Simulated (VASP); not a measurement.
**Ga2SnSe3: single point with PBE**

Crystal: Ga2SnSe3.

```xyz
6
Lattice="5.0968 0.0000 0.0000 -2.5484 4.4140 0.0000 0.0000 0.0000 8.6474" Properties=species:S:1:pos:R:3 pbc="T T T"
Ga    2.5484    1.4713    4.3237
Ga    0.0000    2.9427    0.0000
Sn    2.5484    1.4713    0.0000
Se    0.0000    0.0000    3.1376
Se    0.0000    0.0000    5.5098
Se    0.0000    0.0000    0.0000
```

```
Program                : VASP 6.6.1
Task                   : single point
Functional             : PBE
Potentials or basis    : VASP PAW PBE potentials, release 64 (Ga_d, Sn_d, Se)
Cutoff                 : 520 eV
k mesh                 : 6 × 6 × 2
Occupations            : gaussian, width 0.1 eV
Spin                   : no spin polarisation
Dipole correction      : no
Further INCAR settings : ALGO = Normal; EDIFF = 1e-06; NBANDS = 38
```

The pressure is 0.2 GPa and the largest force is 0.008 eV/Å. The band gap on the k mesh is zero (band 29 reaches 2.28 eV, above the bottom of band 30 at 1.81 eV).

Forces on the atoms (eV/Å):
```
Ga   0.000  0.000  0.000
Ga   0.000  0.000  0.000
Sn   0.000  0.000  0.000
Se   0.000  0.000 -0.008
Se   0.000  0.000  0.008
Se   0.000  0.000  0.000
```

Stress tensor (GPa, compression positive):
```
0.28 0.00 0.00
0.00 0.28 0.00
0.00 0.00 0.17
```

Levels at points of the mesh, in eV from the Fermi level:
```tsv
k point	band 26	band 27	band 28	band 29	band 30	band 31	band 32	band 33
(0.00, 0.00, 0.00)	-2.22	-2.22	-1.06	-1.06	-0.03	-0.03	0.50	3.38
(0.50, 0.00, 0.00)	-1.62	-0.75	-0.21	0.24	0.92	1.84	2.36	2.59
(0.00, 0.00, 0.50)	-2.33	-1.12	-1.06	-1.06	0.11	0.11	1.10	2.27
(0.50, 0.00, 0.50)	-0.95	-0.64	-0.05	0.14	0.23	2.16	2.32	2.56
```

Run time: 2.1 min on 1 thread of Intel(R) Xeon(R) Platinum 8488C (Sapphire Rapids) (shared host), peak memory 0.35 GiB.

Caveat: the k points lie up to 0.36 Å⁻¹ apart; spin-orbit coupling is left out, which moves the levels of the heavy elements.
